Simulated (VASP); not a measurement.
# ZrN in VASP: relaxation of the atoms with PBE

Aim: the relaxation of the atoms of ZrN with PBE.

Program: VASP 6.6.1. These are calculated values, not measurements. Logs are shortened: lines on timing, memory, paths and dates and some standing lists are left out, and cuts for length are marked.

## 1. The cell of the first run

The cell holds a slab with vacuum, 4 atoms: a = 3.249 Å, b = 3.249 Å, c = 18.297 Å, α = 90.00°, β = 90.00°, γ = 90.00°.

## 2. Relaxation of the atoms, PBE

Contents of INCAR:

```
SYSTEM = ZrN
ALGO     = Normal         ! electronic algorithm
DIPOL    = 0.5 0.5 0.500
EDIFF    = 1E-7           ! SCF threshold, eV
EDIFFG   = -0.01          ! ionic threshold
ENCUT    = 520            ! plane-wave cutoff, eV
GGA      = PE             ! functional
GGA_COMPAT= .FALSE.      
IBRION   = 2              ! ionic algorithm
IDIPOL   = 3            
ISIF     = 2              ! what is computed and relaxed
ISMEAR   = -1             ! smearing method
LASPH    = .TRUE.         ! aspherical terms in the spheres
LCHARG   = .FALSE.        ! write CHGCAR
LDIPOL   = .TRUE.       
LREAL    = .FALSE.        ! projectors in reciprocal space
LWAVE    = .FALSE.        ! write WAVECAR
NELM     = 120            ! most SCF steps
NELMDL   = -8           
NELMIN   = 4            
NSW      = 32             ! ionic steps
PREC     = Accurate       ! precision mode
SIGMA    = 0.05           ! smearing width, eV
```

Contents of KPOINTS:

```
k-points
0
G
  10 10 1
  0 0 0
```

Contents of POSCAR:

```
ZrN
1.0
    3.2489502562      0.0000000000      0.0000000000
    0.0000000000      3.2489502562      0.0000000000
    0.0000000000      0.0000000000     18.2974000000
Zr N
2 2
Direct
    0.0000000000      0.0000000000      0.4417936646
    0.5000000000      0.5000000000      0.5582063363
    0.5000000000      0.5000000000      0.4365075613
    0.0000000000      0.0000000000      0.5634924378
```

Potentials or basis: VASP PAW PBE potentials, release 64 (Zr_sv, N).

On the command line:

```bash
$ cat potpaw_PBE.64/Zr_sv/POTCAR potpaw_PBE.64/N/POTCAR > POTCAR
$ mpirun -np 1 vasp_std > vasp.out
```

OUTCAR:

```text
SYSTEM = ZrN
   EDIFF = 1E-7
   EDIFFG = -0.01
   ENCUT = 520
   GGA = PE
   IBRION = 2
   ISIF = 2
   ISMEAR = -1
   LASPH = .TRUE.
   LREAL = .FALSE.
   NELM = 120
   NELMDL = -8
   NELMIN = 4
   NSW = 32
   PREC = Accurate

 ion  position               nearest neighbor table
   1  0.000  0.000  0.442-   4 2.23   3 2.30   3 2.30   3 2.30   3 2.30   2 3.13   2 3.13   2 3.13
                             2 3.13
   2  0.500  0.500  0.558-   3 2.23   4 2.30   4 2.30   4 2.30   4 2.30   1 3.13   1 3.13   1 3.13
                             1 3.13
   3  0.500  0.500  0.437-   2 2.23   1 2.30   1 2.30   1 2.30   1 2.30
   4  0.000  0.000  0.563-   1 2.23   2 2.30   2 2.30   2 2.30   2 2.30

  LATTYP: Found a simple tetragonal cell.
 ALAT       =     3.2489502562
 C/A-ratio  =     5.6317882876

  Lattice vectors:

 A1 = (   3.2489502562,   0.0000000000,   0.0000000000)
 A2 = (   0.0000000000,   3.2489502562,   0.0000000000)
 A3 = (   0.0000000000,   0.0000000000,  18.2974000000)

Analysis of symmetry for initial positions (statically):
=====================================================================
 Subroutine PRICEL returns:
 Original cell was already a primitive cell.

 Routine SETGRP: Setting up the symmetry group for a
 simple tetragonal supercell.

 Subroutine GETGRP returns: Found 16 space group operations
 (whereof  8 operations were pure point group operations)
 out of a pool of 16 trial point group operations.

The static configuration has the point symmetry C_4v.
 The point group associated with its full space group is D_4h.

Analysis of symmetry for dynamics (positions and initial velocities):
=====================================================================
 Subroutine PRICEL returns:
 Original cell was already a primitive cell.

 Routine SETGRP: Setting up the symmetry group for a
 simple tetragonal supercell.

 Subroutine GETGRP returns: Found 16 space group operations
 (whereof  8 operations were pure point group operations)
 out of a pool of 16 trial point group operations.

The dynamic configuration has the point symmetry C_4v.
 The point group associated with its full space group is D_4h.

 Subroutine INISYM returns: Found 16 space group operations
 (whereof  8 operations are pure point group operations),
 and found     1 'primitive' translations

----------------------------------------------------------------------------------------

                                     Primitive cell

  volume of cell :     193.1415

  direct lattice vectors                    reciprocal lattice vectors
     3.248950256  0.000000000  0.000000000     0.307791724  0.000000000  0.000000000
     0.000000000  3.248950256  0.000000000     0.000000000  0.307791724  0.000000000
     0.000000000  0.000000000 18.297400000     0.000000000  0.000000000  0.054652574

  length of vectors
     3.248950256  3.248950256 18.297400000     0.307791724  0.307791724  0.054652574

  position of ions in fractional coordinates (direct lattice)
     0.000000000  0.000000000  0.441793665
     0.500000000  0.500000000  0.558206336
     0.500000000  0.500000000  0.436507561
     0.000000000  0.000000000  0.563492438

  ion indices of the primitive-cell ions
   primitive index   ion index
                 1           1
                 2           2
                 3           3
                 4           4

[... 72 lines left out ...]
   NFREE  =      1    steps in history (QN), initial steepest desc. (CG)
   ISIF   =      2    stress and relaxation
   ISYM   =      2    0-nonsym 1-usesym 2-fastsym
   POTIM  = 0.5000    time-step for ionic-motion
   TEBEG  =    0.0;   TEEND  =   0.0 temperature during run
   PSTRESS=    0.0 pullay stress
   NELECT =      34.0000    total number of electrons
   NUPDOWN=      -1.0000    fix difference up-down
   EMIN   =  10.00;   EMAX   =-10.00  energy-range for DOS
   EFERMI =   0.00;   METHOD = LEGACY
   ISMEAR =    -1;   SIGMA  =   0.05  broadening in eV -4-tet -1-fermi 0-gaus
   EFERMI_NEDOS =   21; number of points for ismear=-14 and -15
   IALGO  =     38    algorithm
   IMIX   =      4    mixing-type and parameters
     AMIX     =   0.40;   BMIX     =  1.00
     AMIX_MAG =   1.60;   BMIX_MAG =  1.00
  volume/ion in A,a.u.               =      48.29       325.85
  Fermi-wavevector in a.u.,A,eV,Ry     =   0.917507  1.733836 11.453640  0.841819
  Thomas-Fermi vector in A             =   2.042483
   LORBIT       =      0    0 simple, 1 ext, 2 COOP (PROOUT), +10 PAW based schemes
   GGA     = PE    functional components
   LHFCALC =     F    Hartree Fock is set to
   AEXX    =    0.0000 exact exchange contribution
   IVDW    =     0    specifies the selected vdW correction
   LEPSILON=     F    determine dielectric tensor
   LRPA    =     F    only Hartree local field effects (RPA)
 conjugate gradient relaxation of ions
 non-spin polarized calculation
  energy-cutoff  :      520.00
  volume of cell :      193.14
 maximum number of plane-waves:      5250
   NGX = 13   NGY = 13   NGZ = 69

 dipolmoment           0.000000      0.000000     -0.000000 electrons x Angstroem

--------------------------------------- Ionic step        1  -------------------------------------------

 number of electron      33.9999999 magnetization

 Free energy of the ion-electron system (eV)
  ---------------------------------------------------
  ext. energy  EPLUGINS =         0.00000000
  ---------------------------------------------------
  free energy    TOTEN  =       -38.90426669 eV

  energy without entropy =      -38.89096326  energy(sigma->0) =      -38.89761498

------------------------ aborting loop because EDIFF is reached ----------------------------------------

  FORCE on cell =-STRESS in cart. coord.  units (eV):
  Direction    XX          YY          ZZ          XY          YZ          ZX
  --------------------------------------------------------------------------------------
  -------------------------------------------------------------------------------------
  Total       -4.9191204     -4.9191204      0.0137489      0.0000000      0.0000000      0.0000000
  in kB      -40.8058597    -40.8058597      0.1140524      0.0000000      0.0000000      0.0000000
  external PRESSURE =     -27.1658890 kB  Pullay stress =       0.0000000 kB

 VOLUME and BASIS-vectors are now :
 -----------------------------------------------------------------------------
  energy-cutoff  :      520.00
  volume of cell :      193.14
      direct lattice vectors                 reciprocal lattice vectors
     3.248950256  0.000000000  0.000000000     0.307791724  0.000000000  0.000000000
     0.000000000  3.248950256  0.000000000     0.000000000  0.307791724  0.000000000
     0.000000000  0.000000000 18.297400000     0.000000000  0.000000000  0.054652574

 POSITION                                       TOTAL-FORCE (eV/Angst)
 -----------------------------------------------------------------------------------
      0.00000      0.00000      8.08368         0.000000      0.000000     -0.018977
      1.62448      1.62448     10.21372         0.000000      0.000000      0.018977
      1.62448      1.62448      7.98695        -0.000000     -0.000000     -0.007239
      0.00000      0.00000     10.31045         0.000000      0.000000      0.007239
 -----------------------------------------------------------------------------------
    total drift:                                0.000000     -0.000000      0.000041

  FREE ENERGIE OF THE ION-ELECTRON SYSTEM (eV)
  ---------------------------------------------------
  free  energy   TOTEN  =       -38.9042666861 eV

  energy  without entropy=      -38.8909632644  energy(sigma->0) =      -38.89761498

--------------------------------------- Ionic step        2  -------------------------------------------

 number of electron      33.9999999 magnetization

 dipolmoment           0.000000      0.000000      0.000000 electrons x Angstroem

 Free energy of the ion-electron system (eV)
  ---------------------------------------------------
  ext. energy  EPLUGINS =         0.00000000
  ---------------------------------------------------
  free energy    TOTEN  =       -38.90428820 eV

  energy without entropy =      -38.89098494  energy(sigma->0) =      -38.89763657

 E-fermi :   1.0724     XC(G=0):  -4.2332

 val. band max:        1.0495087614   @ k =   0.1000   0.1000   0.0000
 cond. band min:       1.1420732558   @ k =   0.1000   0.1000   0.0000
 fundamental gap:      0.0925644943
 Fermi energy:         1.0723678939

 k-point     1 :       0.0000    0.0000    0.0000
  band No.  band energies     occupation
      1     -48.5425      2.00000
      2     -48.4084      2.00000
      3     -26.9868      2.00000
      4     -26.4495      2.00000
      5     -26.4276      2.00000
      6     -26.4276      2.00000
[... 493 lines left out ...]
     20       3.6897      0.00000
     21       4.2929      0.00000

------------------------ aborting loop because EDIFF is reached ----------------------------------------

 vacuum level on the upper side and lower side of the slab       (xc-potential included)        -0.289        -0.289

  FORCE on cell =-STRESS in cart. coord.  units (eV):
  Direction    XX          YY          ZZ          XY          YZ          ZX
  --------------------------------------------------------------------------------------
  -------------------------------------------------------------------------------------
  Total       -4.9333313     -4.9333313     -0.0315116      0.0000000      0.0000000     -0.0000000
  in kB      -40.9237439    -40.9237439     -0.2614001      0.0000000      0.0000000     -0.0000000
  external PRESSURE =     -27.3696293 kB  Pullay stress =       0.0000000 kB

 VOLUME and BASIS-vectors are now :
 -----------------------------------------------------------------------------
  energy-cutoff  :      520.00
  volume of cell :      193.14
      direct lattice vectors                 reciprocal lattice vectors
     3.248950256  0.000000000  0.000000000     0.307791724  0.000000000  0.000000000
     0.000000000  3.248950256  0.000000000     0.000000000  0.307791724  0.000000000
     0.000000000  0.000000000 18.297400000     0.000000000  0.000000000  0.054652574

 POSITION                                       TOTAL-FORCE (eV/Angst)
 -----------------------------------------------------------------------------------
      0.00000      0.00000      8.08276        -0.000000      0.000000     -0.001050
      1.62448      1.62448     10.21464         0.000000      0.000000      0.001050
      1.62448      1.62448      7.98660         0.000000     -0.000000     -0.002268
      0.00000      0.00000     10.31080         0.000000      0.000000      0.002268
 -----------------------------------------------------------------------------------
    total drift:                                0.000000     -0.000000      0.000041

  FREE ENERGIE OF THE ION-ELECTRON SYSTEM (eV)
  ---------------------------------------------------
  free  energy   TOTEN  =       -38.9042882040 eV

  energy  without entropy=      -38.8909849405  energy(sigma->0) =      -38.89763657

 reached required accuracy - stopping structural energy minimisation

 vacuum level on the upper side and lower side of the slab         3.380         3.380
```

Run time: 3.8 min. Hardware: 1 thread of Oxide Virtual Turin-like, shared host; peak memory 0.28 GiB.

Results:

```yaml
Free_energy: -38.9043 eV
Energy_gained_by_relaxing: 0.0 meV/atom
Ionic_steps: 2
Band_gap_on_the_k_mesh: zero (bands 17 and 18 overlap by 3.04 eV)
```

Forces on the atoms (eV/Å):
```
Zr   0.000  0.000 -0.001
Zr   0.000  0.000  0.001
N    0.000  0.000 -0.002
N    0.000  0.000  0.002
```

Final structure:
```
Zr N
1.0
     3.24895    0.00000    0.00000
     0.00000    3.24895    0.00000
     0.00000    0.00000   18.29740
Zr N
2 2
Direct
  0.00000 0.00000 0.44174
  0.50000 0.50000 0.55826
  0.50000 0.50000 0.43649
  0.00000 0.00000 0.56351
```

The gap in the log of VASP goes by the Fermi energy; the results here count the filled bands.